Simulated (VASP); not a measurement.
# NaCl (P4/mmm) in VASP: further runs

NaCl is run at these levels: PBE; tasks: single point.

Program: VASP 6.6.1. These are calculated values, not measurements. Logs are shortened: lines on timing, memory, paths and dates and some standing lists are left out, and cuts for length are marked.

## 1. The cell of the first run

It takes space group P4/mmm (No. 123, tetragonal). The conventional cell has a = 3.502 Å, b = 3.502 Å, c = 3.415 Å, α = 90.00°, β = 90.00°, γ = 90.00°. Na (site symmetry 4/mmm) has 8 Cl at 3.01 Å and 6 Na at 3.41 to 3.50 Å within 4.0 Å. Cl (site symmetry 4/mmm) has 8 Na at 3.01 Å and 6 Cl at 3.41 to 3.50 Å within 4.0 Å.

## 2. Single point, PBE (strain +0.000 along x and y, -0.025 along z)

INCAR

```
SYSTEM = NaCl
PREC = Accurate
ENCUT = 520
EDIFF = 1E-6
ISMEAR = 0
SIGMA = 0.05
LREAL = .False.
LASPH = .True.
NELM = 80
ALGO = Normal
ISIF = 2
LWAVE = .False.
LCHARG = .True.
GGA = PE
LELF = .True.
LVHAR = .True.
NBANDS = 14
```

KPOINTS

```
regular mesh
0
Gamma
  6 6 6
  0 0 0
```

POSCAR

```
NaCl
1.0
    3.5021900000      0.0000000000      0.0000000000
    0.0000000000      3.5021900000      0.0000000000
    0.0000000000      0.0000000000      3.4146352500
Na Cl
1 1
Direct
    0.0000000000      0.0000000000      0.0000000000
    0.5000000000      0.5000000000      0.5000000000
```

Potentials or basis: VASP PAW PBE potentials, release 64 (Na_pv, Cl).

Command:

```bash
> cat potpaw_PBE.64/Na_pv/POTCAR potpaw_PBE.64/Cl/POTCAR > POTCAR
> mpirun -np 1 vasp_std > vasp.out
```

OUTCAR:

```text
SYSTEM = NaCl
   PREC = Accurate
   ENCUT = 520
   EDIFF = 1E-6
   ISMEAR = 0
   LREAL = .False.
   LASPH = .True.
   NELM = 80
   ISIF = 2
   GGA = PE

 ion  position               nearest neighbor table
   1  0.000  0.000  0.000-
   2  0.500  0.500  0.500-

  LATTYP: Found a simple tetragonal cell.
 ALAT       =     3.5021900000
 C/A-ratio  =     0.9750000000

  Lattice vectors:

 A1 = (   3.5021900000,   0.0000000000,   0.0000000000)
 A2 = (   0.0000000000,   3.5021900000,   0.0000000000)
 A3 = (   0.0000000000,   0.0000000000,   3.4146352500)

Analysis of symmetry for initial positions (statically):
=====================================================================
 Subroutine PRICEL returns:
 Original cell was already a primitive cell.

 Routine SETGRP: Setting up the symmetry group for a
 simple tetragonal supercell.

 Subroutine GETGRP returns: Found 16 space group operations
 (whereof 16 operations were pure point group operations)
 out of a pool of 16 trial point group operations.

The static configuration has the point symmetry D_4h.

Analysis of symmetry for dynamics (positions and initial velocities):
=====================================================================
 Subroutine PRICEL returns:
 Original cell was already a primitive cell.

 Routine SETGRP: Setting up the symmetry group for a
 simple tetragonal supercell.

 Subroutine GETGRP returns: Found 16 space group operations
 (whereof 16 operations were pure point group operations)
 out of a pool of 16 trial point group operations.

The dynamic configuration has the point symmetry D_4h.

 Subroutine INISYM returns: Found 16 space group operations
 (whereof 16 operations are pure point group operations),
 and found     1 'primitive' translations

----------------------------------------------------------------------------------------

                                     Primitive cell

  volume of cell :      41.8816

  direct lattice vectors                    reciprocal lattice vectors
     3.502190000  0.000000000  0.000000000     0.285535622  0.000000000  0.000000000
     0.000000000  3.502190000  0.000000000     0.000000000  0.285535622  0.000000000
     0.000000000  0.000000000  3.414635250     0.000000000  0.000000000  0.292857048

  length of vectors
     3.502190000  3.502190000  3.414635250     0.285535622  0.285535622  0.292857048

  position of ions in fractional coordinates (direct lattice)
     0.000000000  0.000000000  0.000000000
     0.500000000  0.500000000  0.500000000

  ion indices of the primitive-cell ions
   primitive index   ion index
                 1           1
                 2           2

[... 87 lines left out ...]
   EFERMI_NEDOS =   21; number of points for ismear=-14 and -15
   IALGO  =     38    algorithm
   IMIX   =      4    mixing-type and parameters
     AMIX     =   0.40;   BMIX     =  1.00
     AMIX_MAG =   1.60;   BMIX_MAG =  1.00
  volume/ion in A,a.u.               =      20.94       141.32
  Fermi-wavevector in a.u.,A,eV,Ry     =   1.136169  2.147048 17.563488  1.290880
  Thomas-Fermi vector in A             =   2.272874
   LORBIT       =      0    0 simple, 1 ext, 2 COOP (PROOUT), +10 PAW based schemes
   GGA     = PE    functional components
   LHFCALC =     F    Hartree Fock is set to
   AEXX    =    0.0000 exact exchange contribution
   IVDW    =     0    specifies the selected vdW correction
   LEPSILON=     F    determine dielectric tensor
   LRPA    =     F    only Hartree local field effects (RPA)
 non-spin polarized calculation
 Gauss-broadening in eV      SIGMA  =   0.05
  energy-cutoff  :      520.00
  volume of cell :       41.88
 maximum number of plane-waves:      1156
 NGX is ok and might be reduce to    28
   NGX = 13   NGY = 13   NGZ = 13

 number of electron      13.9999995 magnetization

 Free energy of the ion-electron system (eV)
  ---------------------------------------------------
  ext. energy  EPLUGINS =         0.00000000
  ---------------------------------------------------
  free energy    TOTEN  =        -6.46089577 eV

  energy without entropy =       -6.46089577  energy(sigma->0) =       -6.46089577

 E-fermi :   1.0320     XC(G=0):  -8.5424

 val. band max:        0.7115750685   @ k =   0.5000   0.5000   0.0000
 cond. band min:       4.6598316397   @ k =   0.0000   0.0000   0.0000
 fundamental gap:      3.9482565713
 Fermi energy:         1.0320473106

 k-point     1 :       0.0000    0.0000    0.0000
  band No.  band energies     occupation
      1     -21.4522      2.00000
      2     -21.4478      2.00000
      3     -21.4478      2.00000
      4     -12.8612      2.00000
      5       0.0208      2.00000
      6       0.0208      2.00000
      7       0.2435      2.00000
      8       4.6598      0.00000
      9       9.0388      0.00000
     10       9.2859      0.00000
     11      16.3529      0.00000
     12      16.3870      0.00000
     13      16.3870      0.00000
     14      16.7428      0.00000
[... 377 lines left out ...]
      1     -21.4828      2.00000
      2     -21.4816      2.00000
      3     -21.4408      2.00000
      4     -12.2607      2.00000
      5      -1.9069      2.00000
      6      -1.3116      2.00000
      7       0.4771      2.00000
      8       6.9024      0.00000
      9       9.5519      0.00000
     10      11.5147      0.00000
     11      12.4983      0.00000
     12      12.8815      0.00000
     13      13.7510      0.00000
     14      17.8744      0.00000

 [... further k-points ...]

------------------------ aborting loop because EDIFF is reached ----------------------------------------

  FORCE on cell =-STRESS in cart. coord.  units (eV):
  Direction    XX          YY          ZZ          XY          YZ          ZX
  --------------------------------------------------------------------------------------
  -------------------------------------------------------------------------------------
  Total        0.0263214      0.0263214      0.5591375      0.0000000     -0.0000000      0.0000000
  in kB        1.0069226      1.0069226     21.3897394      0.0000000     -0.0000000      0.0000000
  external PRESSURE =       7.8011949 kB  Pullay stress =       0.0000000 kB

 VOLUME and BASIS-vectors are now :
 -----------------------------------------------------------------------------
  energy-cutoff  :      520.00
  volume of cell :       41.88
      direct lattice vectors                 reciprocal lattice vectors
     3.502190000  0.000000000  0.000000000     0.285535622  0.000000000  0.000000000
     0.000000000  3.502190000  0.000000000     0.000000000  0.285535622  0.000000000
     0.000000000  0.000000000  3.414635250     0.000000000  0.000000000  0.292857048

 POSITION                                       TOTAL-FORCE (eV/Angst)
 -----------------------------------------------------------------------------------
      0.00000      0.00000      0.00000         0.000000      0.000000      0.000000
      1.75110      1.75110      1.70732         0.000000      0.000000      0.000000
 -----------------------------------------------------------------------------------
    total drift:                               -0.000000      0.000000      0.000000

  FREE ENERGIE OF THE ION-ELECTRON SYSTEM (eV)
  ---------------------------------------------------
  free  energy   TOTEN  =        -6.4608957664 eV

  energy  without entropy=       -6.4608957664  energy(sigma->0) =       -6.46089577
```

OSZICAR:

```text
N       E                     dE             d eps       ncg     rms          rms(c)
DAV:   1     0.101031107591E+03    0.10103E+03   -0.71812E+03  1120   0.104E+03
DAV:   2     0.150492677142E+01   -0.99526E+02   -0.89842E+02  1266   0.263E+02
DAV:   3    -0.658550242457E+01   -0.80904E+01   -0.80330E+01  1456   0.712E+01
DAV:   4    -0.670988395143E+01   -0.12438E+00   -0.12433E+00  1300   0.951E+00
DAV:   5    -0.671241491318E+01   -0.25310E-02   -0.25309E-02  1444   0.140E+00    0.233E+00
DAV:   6    -0.649038379221E+01    0.22203E+00   -0.30057E-01  1428   0.341E+00    0.166E+00
DAV:   7    -0.646094984639E+01    0.29434E-01   -0.91160E-02  1580   0.182E+00    0.115E+00
DAV:   8    -0.646105784174E+01   -0.10800E-03   -0.10744E-02  1174   0.942E-01    0.424E-01
DAV:   9    -0.646082664095E+01    0.23120E-03   -0.45938E-04  1408   0.161E-01    0.190E-01
DAV:  10    -0.646089901560E+01   -0.72375E-04   -0.22438E-04  1240   0.113E-01    0.319E-02
DAV:  11    -0.646089586608E+01    0.31495E-05   -0.99319E-06  1402   0.286E-02    0.117E-02
DAV:  12    -0.646089576639E+01    0.99692E-07   -0.22631E-06  1246   0.127E-02
   1 F= -.64608958E+01 E0= -.64608958E+01  d E =-.188234E-21
```

Wall time 31 s (1 thread of Intel Xeon 8259CL, shared host); peak memory 0.16 GiB.

Results:

| Property | Result |
| --- | --- |
| Free energy | -6.4609 eV |
| Pressure | 0.8 GPa |
| Band gap on the k mesh | 3.95 eV, indirect (least direct gap 4.42 eV) |

Caveat: the cell differs from its parent crystal (strain +0.000 along x and y, -0.025 along z). A k mesh can miss the band edges.

## 3. Single point, PBE (strain -0.025 along x and y, +0.025 along z)

INCAR

```
SYSTEM = NaCl
  ALGO = Normal
  EDIFF = 1E-7
  ENCUT = 520
  GGA = PE
  ISIF = 2
  ISMEAR = 0
  LASPH = .TRUE.
  LCHARG = .FALSE.
  LREAL = .FALSE.
  LWAVE = .FALSE.
  NBANDS = 14
  NELM = 100
  PREC = Accurate
  SIGMA = 0.05
```

KPOINTS

```
k-points
0
G
  6 6 6
  0 0 0
```

POSCAR

```
NaCl
1.0
    3.4146352500      0.0000000000      0.0000000000
    0.0000000000      3.4146352500      0.0000000000
    0.0000000000      0.0000000000      3.5897447500
Na Cl
1 1
Direct
    0.0000000000      0.0000000000      0.0000000000
    0.5000000000      0.5000000000      0.5000000000
```

Potentials or basis: VASP PAW PBE potentials, release 64 (Na_pv, Cl).

Command:

```bash
> cat potpaw_PBE.64/Na_pv/POTCAR potpaw_PBE.64/Cl/POTCAR > POTCAR
> mpirun -np 1 vasp_std > vasp.out
```

Run time: 30 s. Hardware: 1 thread of Intel Xeon 8259CL, shared host; peak memory 0.16 GiB.

It converged, with:

```yaml
Free_energy: -6.4481 eV
Pressure: 0.8 GPa
Band_gap_on_the_k_mesh: 3.92 eV, indirect (least direct gap 4.39 eV)
```

Stress tensor (GPa, compression positive):
```
 2.14  0.00  0.00
 0.00  2.14  0.00
 0.00  0.00 -1.78
```

Levels at points of the mesh, in eV from the valence-band top:
```tsv
k point	band 4	band 5	band 6	band 7	band 8	band 9	band 10	band 11
(0.00, 0.00, 0.00)	-13.58	-0.90	-0.48	-0.48	3.92	8.25	8.67	15.29
(0.50, 0.00, 0.00)	-13.16	-3.17	-0.61	-0.21	6.80	8.69	10.42	11.20
(0.50, 0.50, 0.00)	-12.84	-2.43	-2.43	-0.29	5.60	9.53	10.99	10.99
(0.00, 0.00, 0.50)	-13.27	-3.18	-0.29	-0.29	7.02	8.40	10.43	12.03
(0.50, 0.00, 0.50)	-12.94	-2.56	-2.40	0.00	5.33	9.99	10.86	11.36
(0.50, 0.50, 0.50)	-12.61	-2.09	-2.09	-1.93	7.01	7.01	7.02	11.74
```

Caveat: the cell differs from its parent crystal (strain -0.025 along x and y, +0.025 along z). A k mesh can miss the band edges.
